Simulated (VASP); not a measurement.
# GaN in VASP: notebook, part 2 of 2

VASP 6.6.1. The steps go on from the part before.

## Step 5: Single point, PBE (strain +1.5%)

INCAR

```
PREC = Accurate
ENCUT = 520
EDIFF = 1E-7
ISMEAR = -1
SIGMA = 0.02
LREAL = False
LASPH = True
NELM = 60
ALGO = Normal
ISIF = 2
LWAVE = False
LCHARG = False
GGA = PE
NBANDS = 16
```

KPOINTS

```
regular mesh
0
Gamma
  10 10 10
```

POSCAR

```
GaN
1.0
    0.0000000000      2.2826868317      2.2826868317
    2.2826868317      0.0000000000      2.2826868317
    2.2826868317      2.2826868317      0.0000000000
Ga N
1 1
Direct
    0.0000000000      0.0000000000      0.0000000000
    0.2500000000      0.2500000000      0.2500000000
```

Potentials or basis: VASP PAW PBE potentials, release 64 (Ga_d, N).

Launch:

```sh
cat potpaw_PBE.64/Ga_d/POTCAR potpaw_PBE.64/N/POTCAR > POTCAR
mpirun -np 1 vasp_std > vasp.out
```

OUTCAR:

```text
PREC = Accurate
   ENCUT = 520
   EDIFF = 1E-7
   ISMEAR = -1
   LREAL = False
   LASPH = True
   NELM = 60
   ISIF = 2
   GGA = PE

 ion  position               nearest neighbor table
   1  0.000  0.000  0.000-   2 1.98   2 1.98   2 1.98   2 1.98
   2  0.250  0.250  0.250-   1 1.98   1 1.98   1 1.98   1 1.98

  LATTYP: Found a face centered cubic cell.
 ALAT       =     4.5653736634

  Lattice vectors:

 A1 = (   0.0000000000,   2.2826868317,   2.2826868317)
 A2 = (   2.2826868317,   0.0000000000,   2.2826868317)
 A3 = (   2.2826868317,   2.2826868317,   0.0000000000)

Analysis of symmetry for initial positions (statically):
=====================================================================
 Subroutine PRICEL returns:
 Original cell was already a primitive cell.

 Routine SETGRP: Setting up the symmetry group for a
 face centered cubic supercell.

 Subroutine GETGRP returns: Found 24 space group operations
 (whereof 24 operations were pure point group operations)
 out of a pool of 48 trial point group operations.

The static configuration has the point symmetry T_d .

Analysis of symmetry for dynamics (positions and initial velocities):
=====================================================================
 Subroutine PRICEL returns:
 Original cell was already a primitive cell.

 Routine SETGRP: Setting up the symmetry group for a
 face centered cubic supercell.

 Subroutine GETGRP returns: Found 24 space group operations
 (whereof 24 operations were pure point group operations)
 out of a pool of 48 trial point group operations.

The dynamic configuration has the point symmetry T_d .

 Subroutine INISYM returns: Found 24 space group operations
 (whereof 24 operations are pure point group operations),
 and found     1 'primitive' translations

----------------------------------------------------------------------------------------

                                     Primitive cell

  volume of cell :      23.7886

  direct lattice vectors                    reciprocal lattice vectors
     0.000000000  2.282686832  2.282686832    -0.219040121  0.219040121  0.219040121
     2.282686832  0.000000000  2.282686832     0.219040121 -0.219040121  0.219040121
     2.282686832  2.282686832  0.000000000     0.219040121  0.219040121 -0.219040121

  length of vectors
     3.228206676  3.228206676  3.228206676     0.379388619  0.379388619  0.379388619

  position of ions in fractional coordinates (direct lattice)
     0.000000000  0.000000000  0.000000000
     0.250000000  0.250000000  0.250000000

  ion indices of the primitive-cell ions
   primitive index   ion index
                 1           1
                 2           2

----------------------------------------------------------------------------------------

 KPOINTS: regular mesh

Automatic generation of k-mesh.
 Grid dimensions read from file:
 generate k-points for:   10   10   10

 Generating k-lattice:

  Cartesian coordinates                     Fractional coordinates (reciprocal lattice)
    -0.021904012  0.021904012  0.021904012     0.100000000  0.000000000  0.000000000
     0.021904012 -0.021904012  0.021904012     0.000000000  0.100000000  0.000000000
     0.021904012  0.021904012 -0.021904012     0.000000000  0.000000000  0.100000000

  Length of vectors
     0.037938862  0.037938862  0.037938862

  Shift w.r.t. Gamma in fractional coordinates (k-lattice)
     0.000000000  0.000000000  0.000000000

 Subroutine IBZKPT returns following result:
 ===========================================

 Found     47 irreducible k-points:

 Following reciprocal coordinates:
            Coordinates               Weight
  0.000000  0.000000  0.000000      1.000000
  0.100000  0.000000  0.000000      8.000000
  0.200000  0.000000  0.000000      8.000000
  0.300000  0.000000  0.000000      8.000000
  0.400000  0.000000  0.000000      8.000000
  0.500000  0.000000  0.000000      4.000000
[... 16 lines left out ...]
  0.300000  0.300000  0.000000      6.000000
  0.400000  0.300000  0.000000     24.000000
 [... further k-points ...]
   k-points           NKPTS =     47   k-points in BZ     NKDIM =     47   number of bands    NBANDS=     16
   number of dos      NEDOS =    301   number of ions     NIONS =      2
   total plane-waves  NPLWV =  13824
   dimension x,y,z NGX =    24 NGY =   24 NGZ =   24
   dimension x,y,z NGXF=    48 NGYF=   48 NGZF=   48
   ions per type =               1   1
   NGX,Y,Z   is equivalent  to a cutoff of  12.36, 12.36, 12.36 a.u.
   NGXF,Y,Z  is equivalent  to a cutoff of  24.72, 24.72, 24.72 a.u.
 SYSTEM =  unknown system
   PREC   = accura    normal or accurate (medium, high low for compatibility)
   ISTART =      0    job   : 0-new  1-cont  2-samecut
   ICHARG =      2    charge: 1-file 2-atom 10-const
   ISPIN  =      1    spin polarized calculation?
   LNONCOLLINEAR =      F non collinear calculations
   LSORBIT =      F    spin-orbit coupling
   LASPH  =      T    aspherical Exc in radial PAW
   ENCUT  =  520.0 eV  38.22 Ry    6.18 a.u.   6.00  6.00  6.00*2*pi/ulx,y,z
   NELM   =     60;   NELMIN=  2; NELMDL= -5     # of ELM steps
   EDIFF  = 0.1E-06   stopping-criterion for ELM
   LREAL  =      F    real-space projection
   EDIFFG = 0.1E-05   stopping-criterion for IOM
   NSW    =      0    number of steps for IOM
   IBRION =     -1    ionic relax: 0-MD 1-quasi-New 2-CG
   NFREE  =      0    steps in history (QN), initial steepest desc. (CG)
   ISIF   =      2    stress and relaxation
   ISYM   =      2    0-nonsym 1-usesym 2-fastsym
   POTIM  = 0.5000    time-step for ionic-motion
   TEBEG  =    0.0;   TEEND  =   0.0 temperature during run
   PSTRESS=    0.0 pullay stress
   NELECT =      18.0000    total number of electrons
   NUPDOWN=      -1.0000    fix difference up-down
   EMIN   =  10.00;   EMAX   =-10.00  energy-range for DOS
   EFERMI =   0.00;   METHOD = LEGACY
   ISMEAR =    -1;   SIGMA  =   0.02  broadening in eV -4-tet -1-fermi 0-gaus
   EFERMI_NEDOS =   21; number of points for ismear=-14 and -15
   IALGO  =     38    algorithm
   IMIX   =      4    mixing-type and parameters
     AMIX     =   0.40;   BMIX     =  1.00
     AMIX_MAG =   1.60;   BMIX_MAG =  1.00
  volume/ion in A,a.u.               =      11.89        80.27
  Fermi-wavevector in a.u.,A,eV,Ry     =   1.491796  2.819085 30.279143  2.225454
  Thomas-Fermi vector in A             =   2.604405
   LORBIT       =      0    0 simple, 1 ext, 2 COOP (PROOUT), +10 PAW based schemes
   GGA     = PE    functional components
   LHFCALC =     F    Hartree Fock is set to
   AEXX    =    0.0000 exact exchange contribution
   IVDW    =     0    specifies the selected vdW correction
   LEPSILON=     F    determine dielectric tensor
   LRPA    =     F    only Hartree local field effects (RPA)
 non-spin polarized calculation
  energy-cutoff  :      520.00
  volume of cell :       23.79
 maximum number of plane-waves:       656
   NGX = 13   NGY = 13   NGZ = 13

 number of electron      17.9999983 magnetization

 Free energy of the ion-electron system (eV)
  ---------------------------------------------------
  ext. energy  EPLUGINS =         0.00000000
  ---------------------------------------------------
  free energy    TOTEN  =       -12.15229532 eV

  energy without entropy =      -12.15229532  energy(sigma->0) =      -12.15229532

 E-fermi :   5.2595     XC(G=0): -11.4619

 val. band max:        4.8701583670   @ k =   0.0000   0.0000   0.0000
 cond. band min:       6.3456465619   @ k =   0.0000   0.0000   0.0000
 fundamental gap:      1.4754881949
 Fermi energy:         5.2594769901

 k-point     1 :       0.0000    0.0000    0.0000
  band No.  band energies     occupation
      1     -10.7415      2.00000
      2      -8.5462      2.00000
      3      -8.5462      2.00000
      4      -8.5462      2.00000
      5      -8.2637      2.00000
      6      -8.2637      2.00000
[... 8 lines left out ...]
     15      23.4336      0.00000
     16      23.4336      0.00000

 k-point     2 :       0.1000    0.0000    0.0000
  band No.  band energies     occupation
      1     -10.6406      2.00000
      2      -8.5340      2.00000
      3      -8.5340      2.00000
      4      -8.5042      2.00000
      5      -8.2647      2.00000
      6      -8.2647      2.00000
[... 8 lines left out ...]
     15      22.1609      0.00000
     16      22.1609      0.00000
[... 387 lines left out ...]
      5      -8.2186      2.00000
      6      -7.7366      2.00000
[... 8 lines left out ...]
     15      26.5325      0.00000
     16      26.6863      0.00000

 k-point    24 :       0.4000    0.3000    0.0000
  band No.  band energies     occupation
      1      -9.9032      2.00000
      2      -8.4248      2.00000
      3      -8.3466      2.00000
      4      -8.3466      2.00000
      5      -8.2095      2.00000
      6      -7.2920      2.00000
[... 8 lines left out ...]
     15      26.5492      0.00000
     16      26.8798      0.00000

 [... further k-points ...]
[... 5 lines left out ...]
  --------------------------------------------------------------------------------------
  -------------------------------------------------------------------------------------
  Total       -0.2623221     -0.2623221     -0.2623221      0.0000000      0.0000000      0.0000000
  in kB      -17.6675551    -17.6675551    -17.6675551      0.0000000      0.0000000      0.0000000
  external PRESSURE =     -17.6675551 kB  Pullay stress =       0.0000000 kB

 VOLUME and BASIS-vectors are now :
 -----------------------------------------------------------------------------
  energy-cutoff  :      520.00
  volume of cell :       23.79
      direct lattice vectors                 reciprocal lattice vectors
     0.000000000  2.282686832  2.282686832    -0.219040121  0.219040121  0.219040121
     2.282686832  0.000000000  2.282686832     0.219040121 -0.219040121  0.219040121
     2.282686832  2.282686832  0.000000000     0.219040121  0.219040121 -0.219040121

 POSITION                                       TOTAL-FORCE (eV/Angst)
 -----------------------------------------------------------------------------------
      0.00000      0.00000      0.00000        -0.000000      0.000000     -0.000000
      1.14134      1.14134      1.14134         0.000000     -0.000000      0.000000
 -----------------------------------------------------------------------------------
    total drift:                                0.000002      0.000002      0.000001

  FREE ENERGIE OF THE ION-ELECTRON SYSTEM (eV)
  ---------------------------------------------------
  free  energy   TOTEN  =       -12.1522953229 eV

  energy  without entropy=      -12.1522953229  energy(sigma->0) =      -12.15229532
```

stdout:

```text
POSCAR found type information on POSCAR GaN
 POSCAR found :  2 types and       2 ions
 scaLAPACK will be used
 LDA part: xc-table for (Slater+PW92), standard interpolation
 POSCAR, INCAR and KPOINTS ok, starting setup
 FFT: planning ... GRIDC
 FFT: planning ... GRID_SOFT
 FFT: planning ... GRID
 WAVECAR not read
 entering main loop
```

Run time: 12 s. Hardware: 1 thread of Intel Xeon Platinum 8259CL at 2.50GHz (Skylake/Cascade Lake), shared host; peak memory 0.14 GiB.

Results:

```
Free energy            : -12.1523 eV
Pressure               : -1.8 GPa
Band gap on the k mesh : 1.48 eV, direct
```

Levels at points of the mesh, in eV from the valence-band top:
| k point | band 7 | band 8 | band 9 | band 10 | band 11 | band 12 |
| --- | --- | --- | --- | --- | --- | --- |
| (0.00, 0.00, 0.00) | 0.00 | 0.00 | 0.00 | 1.48 | 10.06 | 10.06 |
| (0.50, 0.00, 0.00) | -6.79 | -0.92 | -0.92 | 4.38 | 8.53 | 10.16 |
| (0.50, 0.50, 0.00) | -5.97 | -2.57 | -2.57 | 3.34 | 6.43 | 11.44 |

Caveat: the cell differs from its parent crystal (strain +1.5%).

## Step 6: Overview

| cell | k mesh | smearing | gap on the mesh (eV) | pressure (GPa) | largest force (eV/Å) |
| --- | --- | --- | --- | --- | --- |
| a = 3.179 Å, angles 59.0°, 2 atoms | 6 × 6 × 6 | gaussian 0.01 eV | 1.85 | 11.1 | 0.01 |
| a = 3.212 Å, angles 59.3°, 2 atoms | 6 × 6 × 6 | gaussian 0.01 eV | 1.63 | 3.4 | 0.01 |
| a = 3.180 Å, angles 60.0°, 2 atoms | 10 × 10 × 10 | fermi-dirac 0.02 eV | 1.76 | 6.2 | - |
| a = 3.228 Å, angles 60.0°, 2 atoms | 10 × 10 × 10 | fermi-dirac 0.02 eV | 1.48 | -1.8 | - |

Alike in all rows: task single point; level PBE; potentials or basis VASP PAW PBE potentials, release 64 (Ga_d, N); no spin polarisation; cutoff (eV) 520.

Total energies depend on the potentials used, so only differences within one code and one set of settings carry meaning.
